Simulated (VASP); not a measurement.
# SiC (P3m1) in VASP: further runs

Runs on SiC. Level: r2SCAN. Tasks: single point.

Everything below comes from runs of VASP 6.6.1. Logs are shortened: lines on timing, memory, paths and dates and some standing lists are left out, and cuts for length are marked.

## Step 1: The cell of the first run

Symmetry: P3m1, No. 156, trigonal system. The conventional cell has a = 3.075 Å, b = 3.075 Å, c = 5.048 Å, α = 90.00°, β = 90.00°, γ = 120.00°. Within 2.4 Å of Si (site symmetry 3m) lie 4 C at 1.80 to 1.88 Å. Within 2.5 Å of Si (site symmetry 3m) lie 4 C at 1.90 to 1.92 Å. Within 2.4 Å of C (site symmetry 3m) lie 4 Si at 1.80 to 1.92 Å. Within 2.5 Å of C (site symmetry 3m) lie 4 Si at 1.88 to 1.90 Å.

## Step 2: Single point, r2SCAN (atom 3 (C) moved by (+0.000, -0.100) A along [1 1 0] and z)

POSCAR reads:

```
SiC
1.0
    3.0751950076      0.0000000000      0.0000000000
   -1.5375975038      2.6631969982      0.0000000000
    0.0000000000      0.0000000000      5.0481668526
Si C
2 2
Direct
    0.3333333333      0.6666666667      0.0046028828
    0.6666666667      0.3333333333      0.5046028828
    0.3333333333      0.6666666667      0.3605879463
    0.6666666667      0.3333333333      0.8803971172
```

INCAR.step1 reads:

```
SYSTEM = SiC
PREC = Accurate
ENCUT = 520
ISMEAR = 0
SIGMA = 0.05
LREAL = .False.
LASPH = .True.
NELM = 100
NBANDS = 16
GGA = PE
ALGO = Normal
EDIFF = 1E-4
LWAVE = .True.
LCHARG = .False.
```

INCAR.step2 reads:

```
SYSTEM = SiC
PREC = Accurate
ENCUT = 520
EDIFF = 1E-7
ISMEAR = 0
SIGMA = 0.05
LREAL = .False.
LASPH = .True.
NELM = 100
ALGO = Normal
ISIF = 2
LWAVE = .False.
LCHARG = .False.
METAGGA = R2SCAN
LMIXTAU = .True.
NBANDS = 16
ISTART = 1
```

KPOINTS reads:

```
regular mesh
0
Gamma
  12 12 6
  0 0 0
```

Potentials or basis: VASP PAW PBE potentials, release 64 (Si, C).

Command:

```
cat potpaw_PBE.64/Si/POTCAR potpaw_PBE.64/C/POTCAR > POTCAR
cp INCAR.step1 INCAR
mpirun -np 1 vasp_std > vasp.out
cp INCAR.step2 INCAR
mpirun -np 1 vasp_std > vasp.out
```

OUTCAR:

```text
SYSTEM = SiC
   PREC = Accurate
   ENCUT = 520
   EDIFF = 1E-7
   ISMEAR = 0
   LREAL = .False.
   LASPH = .True.
   NELM = 100
   ISIF = 2
   METAGGA = R2SCAN
   ISTART = 1

 ion  position               nearest neighbor table
   1  0.333  0.667  0.005-   3 1.80   4 1.88   4 1.88   4 1.88   2 3.09   2 3.09   2 3.09   2 3.09
                             2 3.09   2 3.09
   2  0.667  0.333  0.505-   4 1.90   3 1.92   3 1.92   3 1.92   1 3.09   1 3.09   1 3.09   1 3.09
                             1 3.09   1 3.09
   3  0.333  0.667  0.361-   1 1.80   2 1.92   2 1.92   2 1.92
   4  0.667  0.333  0.880-   1 1.88   1 1.88   1 1.88   2 1.90

  LATTYP: Found a hexagonal cell.
 ALAT       =     3.0751950076
 C/A-ratio  =     1.6415761733

  Lattice vectors:

 A1 = (   3.0751950076,   0.0000000000,   0.0000000000)
 A2 = (  -1.5375975038,   2.6631969982,   0.0000000000)
 A3 = (   0.0000000000,   0.0000000000,   5.0481668526)

Analysis of symmetry for initial positions (statically):
=====================================================================
 Subroutine PRICEL returns:
 Original cell was already a primitive cell.

 Routine SETGRP: Setting up the symmetry group for a
 hexagonal supercell.

 Subroutine GETGRP returns: Found  6 space group operations
 (whereof  6 operations were pure point group operations)
 out of a pool of 24 trial point group operations.

The static configuration has the point symmetry C_3v.

Analysis of symmetry for dynamics (positions and initial velocities):
=====================================================================
 Subroutine PRICEL returns:
 Original cell was already a primitive cell.

 Routine SETGRP: Setting up the symmetry group for a
 hexagonal supercell.

 Subroutine GETGRP returns: Found  6 space group operations
 (whereof  6 operations were pure point group operations)
 out of a pool of 24 trial point group operations.

The dynamic configuration has the point symmetry C_3v.

 Subroutine INISYM returns: Found  6 space group operations
 (whereof  6 operations are pure point group operations),
 and found     1 'primitive' translations

----------------------------------------------------------------------------------------

                                     Primitive cell

  volume of cell :      41.3437

  direct lattice vectors                    reciprocal lattice vectors
     3.075195008  0.000000000  0.000000000     0.325182630  0.187744279  0.000000000
    -1.537597504  2.663196998  0.000000000     0.000000000  0.375488558  0.000000000
     0.000000000  0.000000000  5.048166853     0.000000000  0.000000000  0.198091709

  length of vectors
     3.075195008  3.075195008  5.048166853     0.375488558  0.375488558  0.198091709

  position of ions in fractional coordinates (direct lattice)
     0.333333333  0.666666667  0.004602883
     0.666666667  0.333333333  0.504602883
     0.333333333  0.666666667  0.360587946
     0.666666667  0.333333333  0.880397117

  ion indices of the primitive-cell ions
   primitive index   ion index
                 1           1
                 2           2
                 3           3
                 4           4

----------------------------------------------------------------------------------------

 KPOINTS: regular mesh

Automatic generation of k-mesh.
 Grid dimensions read from file:
 generate k-points for:   12   12    6

 Generating k-lattice:

  Cartesian coordinates                     Fractional coordinates (reciprocal lattice)
     0.027098552  0.015645357  0.000000000     0.083333333 -0.000000000  0.000000000
     0.000000000  0.031290713  0.000000000     0.000000000  0.083333333  0.000000000
     0.000000000  0.000000000  0.033015285     0.000000000  0.000000000  0.166666667

  Length of vectors
     0.031290713  0.031290713  0.033015285

  Shift w.r.t. Gamma in fractional coordinates (k-lattice)
     0.000000000  0.000000000  0.000000000

 Subroutine IBZKPT returns following result:
 ===========================================

 Found    100 irreducible k-points:

 Following reciprocal coordinates:
            Coordinates               Weight
  0.000000  0.000000  0.000000      1.000000
  0.083333  0.000000  0.000000      6.000000
  0.166667  0.000000  0.000000      6.000000
  0.250000  0.000000  0.000000      6.000000
  0.333333  0.000000  0.000000      6.000000
  0.416667  0.000000  0.000000      6.000000
[... 16 lines left out ...]
  0.166667  0.000000  0.166667      6.000000
  0.000000  0.166667  0.166667      6.000000
 [... further k-points ...]
   k-points           NKPTS =    100   k-points in BZ     NKDIM =    100   number of bands    NBANDS=     16
   number of dos      NEDOS =    301   number of ions     NIONS =      4
   total plane-waves  NPLWV =  23040
   dimension x,y,z NGX =    24 NGY =   24 NGZ =   40
   dimension x,y,z NGXF=    48 NGYF=   48 NGZF=   80
   ions per type =               2   2
   NGX,Y,Z   is equivalent  to a cutoff of  12.97, 12.97, 13.17 a.u.
   NGXF,Y,Z  is equivalent  to a cutoff of  25.95, 25.95, 26.35 a.u.
 SYSTEM =  SiC
   PREC   = accura    normal or accurate (medium, high low for compatibility)
   ISTART =      1    job   : 0-new  1-cont  2-samecut
   ICHARG =      0    charge: 1-file 2-atom 10-const
   ISPIN  =      1    spin polarized calculation?
   LNONCOLLINEAR =      F non collinear calculations
   LSORBIT =      F    spin-orbit coupling
   LASPH  =      T    aspherical Exc in radial PAW
   ENCUT  =  520.0 eV  38.22 Ry    6.18 a.u.   5.72  5.72  9.39*2*pi/ulx,y,z
   NELM   =    100;   NELMIN=  2; NELMDL=  0     # of ELM steps
   EDIFF  = 0.1E-06   stopping-criterion for ELM
   LREAL  =      F    real-space projection
   EDIFFG = 0.1E-05   stopping-criterion for IOM
   NSW    =      0    number of steps for IOM
   IBRION =     -1    ionic relax: 0-MD 1-quasi-New 2-CG
   NFREE  =      0    steps in history (QN), initial steepest desc. (CG)
   ISIF   =      2    stress and relaxation
   ISYM   =      2    0-nonsym 1-usesym 2-fastsym
   POTIM  = 0.5000    time-step for ionic-motion
   TEBEG  =    0.0;   TEEND  =   0.0 temperature during run
   PSTRESS=    0.0 pullay stress
   NELECT =      16.0000    total number of electrons
   NUPDOWN=      -1.0000    fix difference up-down
   EMIN   =  10.00;   EMAX   =-10.00  energy-range for DOS
   EFERMI =   0.00;   METHOD = LEGACY
   ISMEAR =     0;   SIGMA  =   0.05  broadening in eV -4-tet -1-fermi 0-gaus
   EFERMI_NEDOS =   21; number of points for ismear=-14 and -15
   IALGO  =     38    algorithm
   IMIX   =      4    mixing-type and parameters
     AMIX     =   0.40;   BMIX     =  1.00
     AMIX_MAG =   1.60;   BMIX_MAG =  1.00
  volume/ion in A,a.u.               =      10.34        69.75
  Fermi-wavevector in a.u.,A,eV,Ry     =   1.193012  2.254466 19.364879  1.423278
  Thomas-Fermi vector in A             =   2.329037
   LORBIT       =      0    0 simple, 1 ext, 2 COOP (PROOUT), +10 PAW based schemes
   METAGGA = R2SCAN    functional components
   LHFCALC =     F    Hartree Fock is set to
   AEXX    =    0.0000 exact exchange contribution
   IVDW    =     0    specifies the selected vdW correction
   LEPSILON=     F    determine dielectric tensor
   LRPA    =     F    only Hartree local field effects (RPA)
 non-spin polarized calculation
 Gauss-broadening in eV      SIGMA  =   0.05
  energy-cutoff  :      520.00
  volume of cell :       41.34
 maximum number of plane-waves:      1126
 NGX is ok and might be reduce to    24
   NGX = 11   NGY = 11   NGZ = 19

 number of electron      15.9999999 magnetization

 Free energy of the ion-electron system (eV)
  ---------------------------------------------------
  ext. energy  EPLUGINS =         0.00000000
  ---------------------------------------------------
  free energy    TOTEN  =       -38.49906764 eV

  energy without entropy =      -38.49906764  energy(sigma->0) =      -38.49906764

 E-fermi :   8.5408     XC(G=0): -11.9315

 val. band max:        8.3025144431   @ k =   0.0000   0.0000   0.0000
 cond. band min:      10.5546977100   @ k =   0.3333   0.3333   0.0000
 fundamental gap:      2.2521832669
 Fermi energy:         8.5408408953

 k-point     1 :       0.0000    0.0000    0.0000
  band No.  band energies     occupation
      1      -8.2137      2.00000
      2      -4.5004      2.00000
      3      -1.0300      2.00000
      4       6.8371      2.00000
      5       6.8371      2.00000
      6       7.7199      2.00000
[... 8 lines left out ...]
     15      17.8435      0.00000
     16      20.0438      0.00000

 k-point     2 :       0.0833    0.0000    0.0000
  band No.  band energies     occupation
      1      -8.0891      2.00000
      2      -4.3964      2.00000
      3      -0.9157      2.00000
      4       6.1296      2.00000
      5       6.6161      2.00000
      6       7.5992      2.00000
[... 8 lines left out ...]
     15      18.1450      0.00000
     16      19.1418      0.00000

 k-point     3 :       0.1667    0.0000    0.0000
  band No.  band energies     occupation
      1      -7.7188      2.00000
      2      -4.0954      2.00000
      3      -0.5820      2.00000
      4       4.5918      2.00000
      5       6.1157      2.00000
      6       6.6138      2.00000
[... 8 lines left out ...]
     15      18.5938      0.00000
     16      18.7691      0.00000

 k-point     4 :       0.2500    0.0000    0.0000
  band No.  band energies     occupation
      1      -7.1158      2.00000
      2      -3.6425      2.00000
      3      -0.0741      2.00000
      4       2.9194      2.00000
      5       5.1713      2.00000
      6       5.5719      2.00000
[... 8 lines left out ...]
     15      19.2420      0.00000
     16      19.7654      0.00000

 k-point     5 :       0.3333    0.0000    0.0000
  band No.  band energies     occupation
      1      -6.3121      2.00000
      2      -3.1763      2.00000
      3       0.3547      2.00000
      4       1.7191      2.00000
      5       3.7054      2.00000
      6       5.1218      2.00000
[... 8 lines left out ...]
     15      20.1590      0.00000
     16      21.3554      0.00000

 k-point     6 :       0.4167    0.0000    0.0000
  band No.  band energies     occupation
      1      -5.4026      2.00000
      2      -3.0685      2.00000
      3       0.1493      2.00000
      4       1.8781      2.00000
      5       2.4568      2.00000
      6       4.8321      2.00000
[... 8 lines left out ...]
     15      20.3732      0.00000
     16      21.6974      0.00000
[... 267 lines left out ...]
 k-point    21 :       0.0833    0.0000    0.1667
  band No.  band energies     occupation
      1      -7.9492      2.00000
      2      -4.9490      2.00000
      3      -0.1418      2.00000
      4       6.2082      2.00000
      5       6.7022      2.00000
      6       6.8992      2.00000
[... 8 lines left out ...]
     15      17.7856      0.00000
     16      19.6508      0.00000

 k-point    22 :       0.0000    0.0833    0.1667
  band No.  band energies     occupation
      1      -7.9492      2.00000
      2      -4.9490      2.00000
      3      -0.1416      2.00000
      4       6.2252      2.00000
      5       6.6992      2.00000
      6       6.8620      2.00000
[... 8 lines left out ...]
     15      17.8703      0.00000
     16      19.6302      0.00000

 k-point    23 :       0.1667    0.0000    0.1667
  band No.  band energies     occupation
      1      -7.5803      2.00000
      2      -4.6276      2.00000
      3       0.1491      2.00000
      4       4.7084      2.00000
      5       6.1528      2.00000
      6       6.2119      2.00000
[... 8 lines left out ...]
     15      18.5664      0.00000
     16      19.0878      0.00000

 k-point    24 :       0.0000    0.1667    0.1667
  band No.  band energies     occupation
      1      -7.5802      2.00000
      2      -4.6279      2.00000
      3       0.1509      2.00000
      4       4.7236      2.00000
      5       6.0770      2.00000
      6       6.2088      2.00000
[... 8 lines left out ...]
     15      18.7189      0.00000
     16      19.1829      0.00000

 [... further k-points ...]

------------------------ aborting loop because EDIFF is reached ----------------------------------------

  FORCE on cell =-STRESS in cart. coord.  units (eV):
  Direction    XX          YY          ZZ          XY          YZ          ZX
  --------------------------------------------------------------------------------------
  -------------------------------------------------------------------------------------
  Total       -0.4226248     -0.4226248      1.3421625      0.0000000      0.0000000      0.0000000
  in kB      -16.3778144    -16.3778144     52.0122949      0.0000000      0.0000000      0.0000000
  external PRESSURE =       6.4188887 kB  Pullay stress =       0.0000000 kB

 VOLUME and BASIS-vectors are now :
 -----------------------------------------------------------------------------
  energy-cutoff  :      520.00
  volume of cell :       41.34
      direct lattice vectors                 reciprocal lattice vectors
     3.075195008  0.000000000  0.000000000     0.325182630  0.187744279  0.000000000
    -1.537597504  2.663196998  0.000000000     0.000000000  0.375488558  0.000000000
     0.000000000  0.000000000  5.048166853     0.000000000  0.000000000  0.198091709

 POSITION                                       TOTAL-FORCE (eV/Angst)
 -----------------------------------------------------------------------------------
     -0.00000      1.77546      0.02324         0.000000      0.000000     -1.245825
      1.53760      0.88773      2.54732        -0.000000      0.000000     -1.024931
     -0.00000      1.77546      1.82031        -0.000000      0.000000      2.924268
      1.53760      0.88773      4.44439        -0.000000     -0.000000     -0.653512
 -----------------------------------------------------------------------------------
    total drift:                               -0.000000      0.000000     -0.000051

  FREE ENERGIE OF THE ION-ELECTRON SYSTEM (eV)
  ---------------------------------------------------
  free  energy   TOTEN  =       -38.4990676411 eV

  energy  without entropy=      -38.4990676411  energy(sigma->0) =      -38.49906764
```

Run time: 7.4 min. Hardware: 1 thread of AMD EPYC 7R43 (Zen 3), shared host; peak memory 0.16 GiB.

Results:

* Free energy: -38.4991 eV
* Pressure: 0.6 GPa
* Largest force: 2.924 eV/Å
* Band gap on the k mesh: 2.25 eV (least direct gap 4.34 eV)

Forces on the atoms (eV/Å):
```
Si   0.000  0.000 -1.246
Si   0.000  0.000 -1.025
C    0.000  0.000  2.924
C    0.000  0.000 -0.654
```

Stress tensor (GPa, compression positive):
```
-1.64  0.00  0.00
 0.00 -1.64  0.00
 0.00  0.00  5.20
```

Levels at points of the mesh, in eV from the valence-band top:
```
           k point  band 5  band 6  band 7  band 8  band 9  band 10  band 11  band 12
(0.00, 0.00, 0.00)   -1.47   -0.58    0.00    0.00    5.27     6.55     7.04     7.04
(0.50, 0.00, 0.00)   -5.95   -3.72   -3.57   -1.24    3.10     4.33     7.21     7.26
(0.00, 0.00, 0.50)   -0.96   -0.96   -0.62   -0.62    6.27     6.48     7.68     7.68
(0.50, 0.00, 0.50)   -2.89   -2.79   -2.59   -2.43    3.47     3.54     5.58     5.88
```

Caveat: the cell differs from its parent crystal (atom 3 (C) moved by (+0.000, -0.100) A along [1 1 0] and z); the stress differs along the axes, from -2 to 5 GPa; the PAW data sets were made with another functional, which shifts forces and pressure a little.

## Step 3: Single point, r2SCAN (atom 3 (C) moved by (+0.000, +0.100) A along [1 1 0] and z)

Changes to POSCAR since step 2:

```diff
@@ -10,3 +10,3 @@
     0.6666666667      0.3333333333      0.5046028828
-    0.3333333333      0.6666666667      0.3605879463
+    0.3333333333      0.6666666667      0.4002062881
     0.6666666667      0.3333333333      0.8803971172
```

INCAR.step1 reads:

```
ALGO = Normal
EDIFF = 1E-4
ENCUT = 520
GGA = PE
ISMEAR = 0
LASPH = True
LCHARG = False
LREAL = False
LWAVE = True
NBANDS = 16
NELM = 80
PREC = Accurate
SIGMA = 0.05
```

INCAR.step2 reads:

```
ALGO = Normal
EDIFF = 1E-7
ENCUT = 520
ISIF = 2
ISMEAR = 0
ISTART = 1
LASPH = True
LCHARG = False
LMIXTAU = True
LREAL = False
LWAVE = False
METAGGA = R2SCAN
NBANDS = 16
NELM = 80
PREC = Accurate
SIGMA = 0.05
```

KPOINTS reads:

```
k-points
0
Gamma
  12 12 6
```

Potentials or basis: VASP PAW PBE potentials, release 64 (Si, C).

Command:

```
cat potpaw_PBE.64/Si/POTCAR potpaw_PBE.64/C/POTCAR > POTCAR
cp INCAR.step1 INCAR
mpirun -np 1 vasp_std > vasp.out
cp INCAR.step2 INCAR
mpirun -np 1 vasp_std > vasp.out
```

Wall time 7.3 min (1 thread of AMD EPYC 7R43 (Zen 3), shared host); peak memory 0.16 GiB.

Results (log left out):

* Free energy: -38.5246 eV
* Pressure: 0.6 GPa
* Largest force: 2.156 eV/Å
* Band gap on the k mesh: 2.68 eV (least direct gap 4.58 eV)

Forces in eV/Å, atoms in the order of the input:
```
Si   0.000  0.000  0.577
Si   0.000  0.000  0.914
C    0.000  0.000 -2.156
C    0.000  0.000  0.665
```

Stress tensor (GPa, compression positive):
```
 1.90  0.00  0.00
 0.00  1.90  0.00
 0.00  0.00 -2.03
```

Levels at points of the mesh, in eV from the valence-band top:
| k point | band 5 | band 6 | band 7 | band 8 | band 9 | band 10 | band 11 | band 12 |
| --- | --- | --- | --- | --- | --- | --- | --- | --- |
| (0.00, 0.00, 0.00) | -1.69 | -0.30 | -0.30 | 0.00 | 5.19 | 6.45 | 7.00 | 7.00 |
| (0.50, 0.00, 0.00) | -5.64 | -3.75 | -3.34 | -1.57 | 3.00 | 4.60 | 7.27 | 7.69 |
| (0.00, 0.00, 0.50) | -1.22 | -1.22 | -0.87 | -0.87 | 6.16 | 6.39 | 7.60 | 7.60 |
| (0.50, 0.00, 0.50) | -3.02 | -2.66 | -2.60 | -2.32 | 3.54 | 3.59 | 5.33 | 5.61 |

Caveat: the cell differs from its parent crystal (atom 3 (C) moved by (+0.000, +0.100) A along [1 1 0] and z); the PAW data sets were made with another functional, which shifts forces and pressure a little.
